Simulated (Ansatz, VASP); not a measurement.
S: VASP beside Ansatz

INCAR

```
SYSTEM = S
ALGO = Normal
EDIFF = 1E-7
ENCUT = 520
GGA = PE
ISIF = 2
ISMEAR = -1
LASPH = .TRUE.
LCHARG = .TRUE.
LELF = .TRUE.
LREAL = .FALSE.
LVHAR = .TRUE.
LWAVE = .FALSE.
NBANDS = 9
NELM = 60
PREC = Accurate
SIGMA = 0.08
```

KPOINTS

```
k-points
0
G
  16 16 16
  0 0 0
```

The input POSCAR:

```
S
1.0
    2.5634505980      0.0000000000      0.0000000000
    0.0000000000      2.5634505980      0.0000000000
    0.0000000000      0.0000000000      2.5634505980
S
1
Direct
    0.0000000000      0.0000000000      0.0000000000
```

Input for Ansatz:

```yaml
crystal:
  lattice:
    - [2.563450598, 0.0, 0.0]
    - [0.0, 2.563450598, 0.0]
    - [0.0, 0.0, 2.563450598]
  atoms:
    - { symbol: S, position: [0.0, 0.0, 0.0] }
kpoints:
  mp_grid: { grid: [16, 16, 16] }
scf:
  occupations: { method: fermi_dirac, width: 0.08 }
hamiltonian:
  xc: pbe
  pseudopotentials: { kind: all_electron, lapw: { basis_error: 0.001 } }
output:
  forces: true
  stress: true
  eigenvalues: true
```

Change from the starting cell: volume scaled by 0.98.

Alike in both runs: task single point; functional PBE; k mesh 16 × 16 × 16; occupations fermi-dirac, width 0.08 eV; no spin polarisation.

|  | VASP | Ansatz |
| --- | --- | --- |
| version | VASP 6.6.1 | Ansatz 0.2.0 |
| potentials or method | VASP PAW PBE potentials, release 64 (S), cutoff 520 eV | all-electron LAPW, scalar-relativistic |

|  | VASP | Ansatz | Ansatz less VASP |
| --- | --- | --- | --- |
| pressure (GPa) | 1.6 | 1.8 | +0.18 |

Ansatz ran all-electron here, and VASP with PAW potentials.
